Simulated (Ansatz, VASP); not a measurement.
# AlN in VASP and in Ansatz

Contents of POSCAR:

```
AlN
1.0
    2.1839935596     -2.1839935596      0.0000000000
    2.1839935596      0.0000000000     -2.1839935596
   11.6481112508      7.2799057322      7.2799057322
Al N
6 6
Direct
    0.6250201400      0.6250201400      0.0624666667
   -0.5972298600     -0.5972298600      0.8958000000
    0.1805701400      0.1805701400      0.2291333333
    0.2916701400      0.2916701400      0.5624666667
   -0.2638798600     -0.2638798600      0.3958000000
   -0.1527798600     -0.1527798600      0.7291333333
    0.3750076400      0.3750076400      0.4374666667
    0.8194576400      0.8194576400      0.2708000000
   -0.0694423600     -0.0694423600      0.6041333333
    0.0416576400      0.0416576400      0.9374666667
   -0.5138923600     -0.5138923600      0.7708000000
    0.2639076400      0.2639076400      0.1041333333
```

INCAR.step1

```
PREC     = Accurate       # precision mode
ENCUT    = 520            # plane-wave cutoff, eV
ISMEAR   = 0              # smearing method
SIGMA    = 0.05           # smearing width, eV
LREAL    = False          # projectors in reciprocal space
LASPH    = True           # aspherical terms in the spheres
NELM     = 100            # most SCF steps
NBANDS   = 36             # bands
GGA      = PE             # functional
ALGO     = Normal         # electronic algorithm
EDIFF    = 1E-4           # SCF threshold, eV
LWAVE    = True           # write WAVECAR
LCHARG   = False          # write CHGCAR
```

INCAR.step2

```
PREC     = Accurate       # precision mode
ENCUT    = 520            # plane-wave cutoff, eV
EDIFF    = 1E-7           # SCF threshold, eV
ISMEAR   = 0              # smearing method
SIGMA    = 0.05           # smearing width, eV
LREAL    = False          # projectors in reciprocal space
LASPH    = True           # aspherical terms in the spheres
NELM     = 100            # most SCF steps
ALGO     = Normal         # electronic algorithm
ISIF     = 2              # what is computed and relaxed
LWAVE    = False          # write WAVECAR
LCHARG   = False          # write CHGCAR
METAGGA  = R2SCAN         # meta-GGA
LMIXTAU  = True         
NBANDS   = 36             # bands
ISTART   = 1
```

Contents of KPOINTS:

```
Automatic mesh
0
Gamma
  8 8 2
```

Input for Ansatz:

```yaml
crystal:
  lattice:
    - [2.1839935596, -2.1839935596, 0.0]
    - [2.1839935596, 0.0, -2.1839935596]
    - [11.6481112508, 7.2799057322, 7.2799057322]
  atoms:
    - { symbol: Al, position: [0.62502014, 0.62502014, 0.0624666667] }
    - { symbol: Al, position: [-0.59722986, -0.59722986, 0.8958] }
    - { symbol: Al, position: [0.18057014, 0.18057014, 0.2291333333] }
    - { symbol: Al, position: [0.29167014, 0.29167014, 0.5624666667] }
    - { symbol: Al, position: [-0.26387986, -0.26387986, 0.3958] }
    - { symbol: Al, position: [-0.15277986, -0.15277986, 0.7291333333] }
    - { symbol: "N", position: [0.37500764, 0.37500764, 0.4374666667] }
    - { symbol: "N", position: [0.81945764, 0.81945764, 0.2708] }
    - { symbol: "N", position: [-0.06944236, -0.06944236, 0.6041333333] }
    - { symbol: "N", position: [0.04165764, 0.04165764, 0.9374666667] }
    - { symbol: "N", position: [-0.51389236, -0.51389236, 0.7708] }
    - { symbol: "N", position: [0.26390764, 0.26390764, 0.1041333333] }
basis:
  ecutwfc: 500
kpoints:
  mp_grid: { grid: [8, 8, 2] }
hamiltonian:
  xc: r2scan
scf:
  occupations: { method: gaussian, width: 0.05 }
output:
  forces: true
  stress: true
  eigenvalues: true
  write_density: true
  write_potential: true
  elf: true
  volumetric_format: npy
```

Alike in both runs: task single point; functional r2SCAN; k mesh 8 × 8 × 2; occupations gaussian, width 0.05 eV; no spin polarisation.

|  | VASP | Ansatz |
| --- | --- | --- |
| version | VASP 6.6.1 | Ansatz 0.2.0 |
| potentials or method | VASP PAW PBE potentials, release 64 (Al, N), cutoff 520 eV | scalar-relativistic, plane waves, PAW |
| valence electrons in the cell | 48 | 48 |

|  | VASP | Ansatz | Ansatz less VASP |
| --- | --- | --- | --- |
| gap on the k mesh at the Fermi level (eV) | 3.96 | 3.97 | +0.006 |
| least direct gap on the mesh (eV) | 4.43 | 4.40 | -0.032 |
| pressure (GPa) | -2.6 | -2.2 | +0.38 |
| traceless stress, the component that is largest in VASP (GPa) | 0.79 | 0.80 | +0.011 |
| rms of the force components (eV/Å) | 0.183 | 0.185 | +0.0025 |

VASP's potentials were made for PBE, not for r2SCAN. Atom by atom the forces differ by 0.003 eV/Å (rms over components). With one functional, cell and mesh, what is left measures potentials, basis and numerics.
